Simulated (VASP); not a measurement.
Write the native input for VASP 6.6.1 that does the following.

```
Task                   : single point
Functional             : PBE
Potentials or basis    : VASP PAW PBE potentials, release 64 (Zr_sv)
Cutoff                 : 520 eV
k mesh                 : 14 × 14 × 8
Occupations            : fermi-dirac, width 0.05 eV
Spin                   : no spin polarisation
Dipole correction      : no
Further INCAR settings : ALGO = Normal; EDIFF = 1e-07; NBANDS = 19
```

The structure of Zr lies in POSCAR:

```
Zr
1.0
    3.1106713228      0.0000000000      0.0000000000
   -1.5553356614      2.6939203883      0.0000000000
    0.0000000000      0.0000000000      5.0458942194
Zr
2
Direct
    0.3333333333      0.6666666667      0.2500000000
    0.6666666667      0.3333333333      0.7500000000
```

The input as run:

INCAR

```
SYSTEM = Zr
PREC = Accurate ; ENCUT = 520
EDIFF = 1E-7 ; ISMEAR = -1
SIGMA = 0.05 ; LREAL = .FALSE.
LASPH = .TRUE. ; NELM = 60
ALGO = Normal ; ISIF = 2
LWAVE = .FALSE. ; LCHARG = .FALSE.
GGA = PE ; NBANDS = 19
```

KPOINTS

```
Automatic mesh
0
G
  14 14 8
  0 0 0
```

Potentials or basis: VASP PAW PBE potentials, release 64 (Zr_sv).

The run is started by

```console
$ cat potpaw_PBE.64/Zr_sv/POTCAR > POTCAR
$ mpirun -np 1 vasp_std > vasp.out
```

It gave:

```json
{
  "Pressure": "11.0 GPa",
  "Band gap on the k mesh": "zero (band 12 reaches 11.17 eV, above the bottom of band 13 at 9.83 eV)"
}
```

It took 48 s on 1 thread of AMD EPYC 9R45 (Zen 5), with other jobs on the host, peak memory 0.18 GiB.
